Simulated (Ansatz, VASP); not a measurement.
## Two plane-wave programs on Ca

```
Ca
1.0
     3.86060    0.00000    0.00000
    -1.93030    3.34338    0.00000
     0.00000    0.00000    6.42220
Ca
2
Cartesian
  0.0000 2.2289 1.6056
  1.9303 1.1145 4.8167
```

Change from the starting cell: strain -0.030 along x and y, -0.015 along z, atoms carried along.

Alike in both runs: task single point; functional LDA; k mesh 15 × 15 × 8; occupations gaussian, width 0.15 eV; no spin polarisation.

|  | VASP | Ansatz |
| --- | --- | --- |
| version | VASP 6.6.1 | Ansatz 0.2.0 |
| potentials or method | VASP PAW LDA potentials, release 64 (Ca_sv), cutoff 520 eV | scalar-relativistic, plane waves, PAW |
| valence electrons in the cell | 20 | 20 |

|  | VASP | Ansatz | Ansatz less VASP |
| --- | --- | --- | --- |
| gap on the k mesh at the Fermi level (eV) | none | none | - |
| pressure (GPa) | -1.4 | -1.4 | +0.01 |
| traceless stress, the component that is largest in VASP (GPa) | -0.20 | -0.20 | -0.001 |

LDA's correlation is that of Perdew and Zunger in VASP and of Perdew and Wang (1992) in Ansatz. A gap of «none» marks a metal or a gap that the smearing closes.
